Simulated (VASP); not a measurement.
The system is ZnO.

```xyz
4
Lattice="3.2353 0.0000 0.0000 -1.6177 2.8019 0.0000 0.0000 0.0000 5.0025" Properties=species:S:1:pos:R:3 pbc="T T T"
Zn    0.0000    1.8679   -0.0420
Zn    1.6177    0.9340    2.4593
O     0.0000    1.8679    1.9179
O     1.6177    0.9340    4.4192
```

This cell differs from its parent crystal: uniaxial z strain -4.0%.

Base run:

- Program: VASP 6.6.1
- Functional: r2SCAN
- Potentials or basis: VASP PAW PBE potentials, release 64 (Zn, O)
- Cutoff: 520 eV
- k mesh: 12 × 12 × 6
- Occupations: gaussian, width 0.01 eV
- Spin: no spin polarisation

Its results: band gap on the k mesh 1.34 eV; pressure 7.6 GPa.

Question: The run is repeated on the same cell with these changes: functional from r2SCAN to PBE; occupations from gaussian, width 0.01 eV to fermi-dirac, width 0.02 eV. What comes out?

Answer: Band gap on the k mesh 0.90 eV; pressure 14.0 GPa.

Caveats: the cell stands under pressure; the PAW data sets were made with another functional, which shifts forces and pressure a little (at least some runs).

